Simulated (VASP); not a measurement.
# Pd (Immm) in VASP: further runs, part 2 of 2

VASP 6.6.1. Earlier steps stand in the parts before.

## Step 5: Single point, PBE (strain +0.0375 x Voigt [0, 0, 0, 0, 0, 1])

The input, INCAR:

```
PREC = Accurate ; ENCUT = 520
EDIFF = 1E-6 ; ISMEAR = 0
SIGMA = 0.15 ; LREAL = False
LASPH = True ; NELM = 60
ALGO = Fast ; ISIF = 2
LWAVE = False ; LCHARG = True
GGA = PE ; LELF = True
LVHAR = True ; NBANDS = 11
```

The input, KPOINTS:

```
Automatic mesh
0
Gamma
  20 20 20
```

The input, POSCAR:

```
Pd
1.0
    0.0364668750      1.9449000000      1.9449000000
    1.9449000000      0.0364668750      1.9449000000
    1.9813668750      1.9813668750      0.0000000000
Pd
1
Direct
    0.0000000000      0.0000000000      0.0000000000
```

Potentials or basis: VASP PAW PBE potentials, release 64 (Pd).

Launch:

```
$ cat potpaw_PBE.64/Pd/POTCAR > POTCAR
$ mpirun -np 1 vasp_std > vasp.out
```

OUTCAR:

```text
PREC = Accurate
   ENCUT = 520
   EDIFF = 1E-6
   ISMEAR = 0
   LREAL = False
   LASPH = True
   NELM = 60
   ISIF = 2
   GGA = PE

 ion  position               nearest neighbor table
   1  0.000  0.000  0.000-

  LATTYP: Found a body centered orthorhombic cell.
 ALAT       =     2.6989320083
 B/A-ratio  =     1.0382165605
 C/A-ratio  =     1.4412367515

  Lattice vectors:

 A1 = (   1.9449000000,   0.0364668750,  -1.9449000000)
 A2 = (  -1.9449000000,  -0.0364668750,  -1.9449000000)
 A3 = (   0.0364668750,   1.9449000000,   1.9449000000)

Analysis of symmetry for initial positions (statically):
=====================================================================
 Subroutine PRICEL returns:
 Original cell was already a primitive cell.

 Routine SETGRP: Setting up the symmetry group for a
 body centered orthorhombic supercell.

 Subroutine GETGRP returns: Found  8 space group operations
 (whereof  8 operations were pure point group operations)
 out of a pool of  8 trial point group operations.

The static configuration has the point symmetry D_2h.

Analysis of symmetry for dynamics (positions and initial velocities):
=====================================================================
 Subroutine PRICEL returns:
 Original cell was already a primitive cell.

 Routine SETGRP: Setting up the symmetry group for a
 body centered orthorhombic supercell.

 Subroutine GETGRP returns: Found  8 space group operations
 (whereof  8 operations were pure point group operations)
 out of a pool of  8 trial point group operations.

The dynamic configuration has the point symmetry D_2h.

 Subroutine INISYM returns: Found  8 space group operations
 (whereof  8 operations are pure point group operations),
 and found     1 'primitive' translations

----------------------------------------------------------------------------------------

                                     Primitive cell

  volume of cell :      14.7085
[... 112 lines left out ...]
   GGA     = PE    functional components
   LHFCALC =     F    Hartree Fock is set to
   AEXX    =    0.0000 exact exchange contribution
   IVDW    =     0    specifies the selected vdW correction
   LEPSILON=     F    determine dielectric tensor
   LRPA    =     F    only Hartree local field effects (RPA)
 non-spin polarized calculation
 RMM-DIIS sequential band-by-band and
 Gauss-broadening in eV      SIGMA  =   0.15
  energy-cutoff  :      520.00
  volume of cell :       14.71
 maximum number of plane-waves:       409
   NGX = 11   NGY = 11   NGZ = 11

 number of electron      10.0000002 magnetization

 Free energy of the ion-electron system (eV)
  ---------------------------------------------------
  ext. energy  EPLUGINS =         0.00000000
  ---------------------------------------------------
  free energy    TOTEN  =        -5.21089917 eV

  energy without entropy =       -5.18460804  energy(sigma->0) =       -5.19775360

 E-fermi :   9.8250     XC(G=0): -13.2029

 val. band max:        9.8241031956   @ k =   0.4500   0.0000   0.0000
 cond. band min:       9.8252062320   @ k =  -0.2500   0.4000   0.2000
 fundamental gap:      0.0011030364
 Fermi energy:         9.8249861492

 k-point     1 :       0.0000    0.0000    0.0000
  band No.  band energies     occupation
      1       2.6700      2.00000
      2       6.8066      2.00000
      3       6.9331      2.00000
      4       7.1494      2.00000
      5       8.6002      2.00000
      6       8.6127      2.00000
      7      26.9976      0.00000
      8      31.2074      0.00000
      9      31.8522      0.00000
     10      32.4590      0.00000
     11      36.8553      0.00000
[... 309 lines left out ...]
 k-point    24 :      -0.3500    0.0500    0.0000
  band No.  band energies     occupation
      1       4.6987      2.00000
      2       6.9376      2.00000
      3       7.2051      2.00000
      4       8.4682      2.00000
      5       9.1587      2.00000
      6      10.0482      0.03532
      7      20.4814      0.00000
      8      26.9573      0.00000
      9      30.9940      0.00000
     10      32.1663      0.00000
     11      36.0799      0.00000

 [... further k-points ...]

------------------------ aborting loop because EDIFF is reached ----------------------------------------

  FORCE on cell =-STRESS in cart. coord.  units (eV):
  Direction    XX          YY          ZZ          XY          YZ          ZX
  --------------------------------------------------------------------------------------
  -------------------------------------------------------------------------------------
  Total        0.7222832      0.7222832      0.6657115     -0.2841518      0.0000000      0.0000000
  in kB       78.6772149     78.6772149     72.5149473    -30.9522274      0.0000000      0.0000000
  external PRESSURE =      76.6231257 kB  Pullay stress =       0.0000000 kB

 VOLUME and BASIS-vectors are now :
 -----------------------------------------------------------------------------
  energy-cutoff  :      520.00
  volume of cell :       14.71
      direct lattice vectors                 reciprocal lattice vectors
     0.036466875  1.944900000  1.944900000    -0.261995033  0.261995033  0.257082626
     1.944900000  0.036466875  1.944900000     0.261995033 -0.261995033  0.257082626
     1.981366875  1.981366875  0.000000000     0.252351044  0.252351044 -0.257082626

 POSITION                                       TOTAL-FORCE (eV/Angst)
 -----------------------------------------------------------------------------------
      0.00000      0.00000      0.00000         0.000000      0.000000      0.000000
 -----------------------------------------------------------------------------------
    total drift:                               -0.000000     -0.000000      0.000000

  FREE ENERGIE OF THE ION-ELECTRON SYSTEM (eV)
  ---------------------------------------------------
  free  energy   TOTEN  =        -5.2108991663 eV

  energy  without entropy=       -5.1846080383  energy(sigma->0) =       -5.19775360
```

Run time: 2.7 min. Hardware: 1 thread of Intel Xeon Platinum 8259CL at 2.50GHz (Skylake/Cascade Lake), shared host; peak memory 0.29 GiB.

What came out:

| Quantity | Value |
| --- | --- |
| Free energy | -5.2109 eV |
| Pressure | 7.7 GPa |
| Band gap on the k mesh | zero (bands 5 and 6 overlap by 1.65 eV) |

Caveat: the cell differs from its parent crystal (strain +0.0375 x Voigt [0, 0, 0, 0, 0, 1]); the cell stands under pressure.

## Step 6: Single point, PBE (strain +0.0125 x Voigt [0, 0, 0, 0, 0, 1])

The input, INCAR:

```
ALGO = Fast
EDIFF = 1E-6
ENCUT = 520
GGA = PE
ISIF = 2
ISMEAR = 0
LASPH = T
LCHARG = F
LREAL = F
LWAVE = F
NBANDS = 11
NELM = 80
PREC = Accurate
SIGMA = 0.15
```

The input, KPOINTS:

```
k-points
0
Gamma
  20 20 20
```

The input, POSCAR:

```
Pd
1.0
    0.0121556250      1.9449000000      1.9449000000
    1.9449000000      0.0121556250      1.9449000000
    1.9570556250      1.9570556250      0.0000000000
Pd
1
Direct
    0.0000000000      0.0000000000      0.0000000000
```

Potentials or basis: VASP PAW PBE potentials, release 64 (Pd).

Launch:

```
$ cat potpaw_PBE.64/Pd/POTCAR > POTCAR
$ mpirun -np 1 vasp_std > vasp.out
```

Run time: 2.8 min. Hardware: 1 thread of Intel Xeon Platinum 8259CL at 2.50GHz (Skylake/Cascade Lake), shared host; peak memory 0.29 GiB.

The run converged. Its results:

```yaml
Free_energy: -5.2158 eV
Pressure: 7.4 GPa
Band_gap_on_the_k_mesh: zero (bands 5 and 6 overlap by 1.62 eV)
```

Stress tensor (GPa, compression positive):
```
 7.43 -1.01  0.00
-1.01  7.43  0.00
 0.00  0.00  7.36
```

Levels at points of the mesh, in eV from the Fermi level:
```csv
k point,band 3,band 4,band 5,band 6,band 7,band 8
"(0.00, 0.00, 0.00)",-2.85,-2.79,-1.23,-1.23,17.20,21.79
"(0.50, 0.00, 0.00)",-2.85,-0.04,0.01,1.07,7.44,16.51
"(0.50, 0.50, 0.00)",-0.05,0.28,0.30,3.36,10.80,12.99
"(0.00, 0.00, 0.50)",-2.84,-0.06,-0.01,0.96,7.26,16.62
"(0.50, 0.00, 0.50)",-0.06,0.29,0.30,3.36,10.80,13.23
```

Caveat: the cell differs from its parent crystal (strain +0.0125 x Voigt [0, 0, 0, 0, 0, 1]); the cell stands under pressure.

## Step 7: Overview

| cell | further INCAR settings | gap on the mesh (eV) | pressure (GPa) |
| --- | --- | --- | --- |
| a = 2.751, b = 2.751, c = 2.785 Å, angles 59.6, 59.6, 59.2°, 1 atom | ALGO = Fast; EDIFF = 1e-07; NBANDS = 11 | none | 7.5 |
| a = 2.752, b = 2.752, c = 2.871 Å, angles 58.6, 58.6, 57.1°, 1 atom | ALGO = Fast; EDIFF = 1e-07; NBANDS = 11 | none | 9.0 |
| a = 2.751, b = 2.751, c = 2.836 Å, angles 59.0, 59.0, 57.9°, 1 atom | ALGO = Fast; EDIFF = 1e-07; NBANDS = 11 | none | 8.2 |
| a = 2.751, b = 2.751, c = 2.802 Å, angles 59.4, 59.4, 58.8°, 1 atom | ALGO = Fast; EDIFF = 1e-06; NBANDS = 11 | none | 7.7 |
| a = 2.751, b = 2.751, c = 2.768 Å, angles 59.8, 59.8, 59.6°, 1 atom | ALGO = Fast; EDIFF = 1e-06; NBANDS = 11 | none | 7.4 |

Alike in all rows: task single point; level PBE; potentials or basis VASP PAW PBE potentials, release 64 (Pd); no spin polarisation; k mesh 20 × 20 × 20; cutoff (eV) 520; smearing gaussian 0.15 eV.

Caveats: the cell stands under pressure.

Total energies depend on the potentials used, so only differences within one code and one set of settings carry meaning.
